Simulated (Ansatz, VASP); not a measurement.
## One calculation of Ca, two programs

The input INCAR:

```
SYSTEM = Ca
PREC = Accurate
ENCUT = 600
EDIFF = 1E-6
ISMEAR = -1
SIGMA = 0.05
LREAL = .FALSE.
LASPH = .TRUE.
NELM = 60
ALGO = Normal
ISIF = 3
LWAVE = .FALSE.
LCHARG = .FALSE.
GGA = PS
IBRION = 2
NSW = 60
EDIFFG = -0.01
```

File KPOINTS:

```
regular mesh
0
G
  8 8 8
  0 0 0
```

Contents of POSCAR:

```
Ca
1.0
    0.0000000000      2.7942000000      2.7942000000
    2.7942000000      0.0000000000      2.7942000000
    2.7942000000      2.7942000000      0.0000000000
Ca
1
Direct
    0.0000000000      0.0000000000      0.0000000000
```

File input.yaml:

```yaml
crystal:
  lattice:
    - [0.0, 2.7942, 2.7942]
    - [2.7942, 0.0, 2.7942]
    - [2.7942, 2.7942, 0.0]
  atoms:
    - { symbol: Ca, position: [0.0, 0.0, 0.0] }
hamiltonian:
  xc: pbesol
  pseudopotentials: { kind: paw }
kpoints:
  mp_grid: { grid: [8, 8, 8] }
scf:
  occupations: { method: fermi_dirac, width: 0.05 }
output:
  forces: true
  stress: true
  eigenvalues: true
relax:
  f_tol: 0.01
  max_steps: 40
  cell: { stress_tol: 0.05 }
```

Alike in both runs: task relaxation of cell and atoms; functional PBEsol; k mesh 8 × 8 × 8; occupations fermi-dirac, width 0.05 eV; no spin polarisation.

|  | VASP | Ansatz |
| --- | --- | --- |
| version | VASP 6.6.1 | Ansatz 0.2.0 |
| potentials or method | VASP PAW PBE potentials, release 64 (Ca_sv) | Ansatz PAW |
| plane-wave cutoff (eV) | 600 | 420 |
| valence electrons in the cell | 10 | 10 |

Ansatz gave:

| Quantity | Value |
| --- | --- |
| gap on the k mesh at the Fermi level, each at its own relaxed structure (eV) | none |
| relaxed volume (Å³/atom) | 40.54 |
| relaxed cell length with the largest relative difference (Å) | 3.856 |

**Question.** Estimate VASP's values.

**Answer.** gap on the k mesh at the Fermi level, each at its own relaxed structure (eV): none; relaxed volume (Å³/atom): 40.57; relaxed cell length with the largest relative difference (Å): 3.857.

VASP's potentials were made for PBE, not for PBEsol. A gap of «none» marks a metal or a gap that the smearing closes.

Noted on Ansatz's run: the plane-wave basis is chosen anew once the cell has moved, so the energies of steps on either side of that aren't comparable.
